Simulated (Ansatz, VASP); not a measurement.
## HgTe in VASP and in Ansatz

The input INCAR:

```
PREC     = Accurate       # precision mode
ENCUT    = 520            # plane-wave cutoff, eV
EDIFF    = 1E-6           # SCF threshold, eV
ISMEAR   = -1             # smearing method
SIGMA    = 0.02           # smearing width, eV
LREAL    = False          # projectors in reciprocal space
LASPH    = True           # aspherical terms in the spheres
NELM     = 80             # most SCF steps
ALGO     = Normal         # electronic algorithm
ISIF     = 2              # what is computed and relaxed
LWAVE    = False          # write WAVECAR
LCHARG   = False          # write CHGCAR
GGA      = PS             # functional
NBANDS   = 16             # bands
```

KPOINTS

```
Automatic mesh
0
Gamma
  4 4 4
```

File POSCAR:

```
HgTe
1.0
    0.0000000000      3.2891972858      3.2891972858
    3.2891972858      0.0000000000      3.2891972858
    3.2891972858      3.2891972858      0.0000000000
Hg Te
1 1
Direct
    0.0000000000      0.0000000000      0.0000000000
    0.2500000000      0.2500000000      0.2500000000
```

Input for Ansatz:

```yaml
crystal:
  lattice:
    - [0.0, 3.2891972858, 3.2891972858]
    - [3.2891972858, 0.0, 3.2891972858]
    - [3.2891972858, 3.2891972858, 0.0]
  atoms:
    - { symbol: Hg, position: [0.0, 0.0, 0.0] }
    - { symbol: Te, position: [0.25, 0.25, 0.25] }
kpoints:
  mp_grid: { grid: [4, 4, 4] }
hamiltonian:
  xc: pbesol
scf:
  occupations: { method: fermi_dirac, width: 0.02 }
  n_extra_bands: 4
output:
  forces: true
  stress: true
  eigenvalues: true
```

Alike in both runs: task single point; functional PBEsol; k mesh 4 × 4 × 4; occupations fermi-dirac, width 0.02 eV; no spin polarisation.

|  | VASP | Ansatz |
| --- | --- | --- |
| version | VASP 6.6.1 | Ansatz 0.2.0 |
| potentials or method | VASP PAW PBE potentials, release 64 (Hg, Te) | plane waves, PAW |
| plane-wave cutoff (eV) | 520 | 420 |
| valence electrons in the cell | 18 | 36 |

|  | VASP | Ansatz | Ansatz less VASP |
| --- | --- | --- | --- |
| pressure (GPa) | -0.7 | -0.8 | -0.10 |

VASP's potentials were made for PBE, not for PBEsol. The functional is the same, so the differences come from potentials, cutoffs and numerics. VASP's potentials hold 18 valence electrons a cell and Ansatz's 36, so a difference there can come from the potentials and not from the codes.

The k mesh is coarse, so the values compare programs but aren't converged. Neither program's run includes spin-orbit coupling.
